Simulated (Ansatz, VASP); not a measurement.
## One calculation of Ca3H2C, two programs

```xyz
6
Lattice="3.1625 0.0000 0.0000 0.0000 3.1625 0.0000 0.0000 0.0000 10.0962" Properties=species:S:1:pos:R:3 pbc="T T T"
Ca    0.0000    0.0000    8.7209
Ca    0.0000    0.0000    1.3752
Ca    0.0000    0.0000    5.0481
H     1.5813    1.5813    3.8222
H     1.5813    1.5813    6.2740
C     1.5813    1.5813    0.0000
```

Alike in both runs: functional PBE; k mesh 6 × 6 × 2; occupations gaussian, width 0.1 eV; no spin polarisation.

Ansatz relaxed the structure, and its values are those at the end. VASP's run is a single point on that final structure, the one shown.

|  | VASP | Ansatz |
| --- | --- | --- |
| version | VASP 6.6.1 | Ansatz 0.2.0 |
| potentials or method | VASP PAW PBE potentials, release 64 (Ca_sv, H, C), cutoff 520 eV | scalar-relativistic, plane waves, PAW |
| valence electrons in the cell | 36 | 36 |

```csv
,VASP,Ansatz,Ansatz less VASP
gap on the k mesh at the Fermi level (eV),none,none,-
pressure (GPa),0.1,0.0,-0.16
rms of the force components (eV/Å),0.023,0.011,-0.0121
```

A gap of «none» marks a metal or a gap that the smearing closes. With one functional, cell and mesh, what is left measures potentials, basis and numerics.
